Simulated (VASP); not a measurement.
Ag:

```
Ag
1.0
     0.00000    2.04275    2.04275
     2.04275    0.00000    2.04275
     2.04275    2.04275    0.00000
Ag
1
Direct
  0.00000 0.00000 0.00000
```

```yaml
Program: VASP 6.6.1
Task: relaxation of cell and atoms
Functional: PBEsol
Dispersion: D3(BJ)
Potentials_or_basis: VASP PAW PBE potentials, release 64 (Ag)
Cutoff: 600 eV
k_mesh: 11 × 11 × 11
Occupations: methfessel-paxton, width 0.05 eV
Spin: non-collinear spin, zero start, spin-orbit coupling
Starting_moments: "[[0.0, 0.0, 0.0]] μB"
Hubbard_terms: Ag d U = 6.0 eV
```

At the start: pressure -9.7 GPa; volume 17.05 Å³/atom.

Problem. Where does the relaxation end?

Solution. Over 3 steps the energy falls by 60.7 meV/atom and the volume is 15.27 Å³/atom (-10.4 %); space group Fm-3m (No. 225, to 0.1 Å) before and after; moment 0.00 μB per cell.

The path:
```csv
step,energy change (eV),largest force (eV/Å),pressure (GPa),volume (Å³)
1,0.0000,0.0000,-9.73,17.05
2,-0.0499,0.0000,5.77,14.62
3,-0.0607,0.0000,0.02,15.27
```

Final structure:
```
Ag
1.0
     0.00000    1.96896    1.96896
     1.96896    0.00000    1.96896
     1.96896    1.96896    0.00000
Ag
1
Direct
  0.00000 0.00000 0.00000
```

Caveat: the PAW data sets were made with another functional, which shifts forces and pressure a little; the U is typed as a test and isn't derived for this compound.
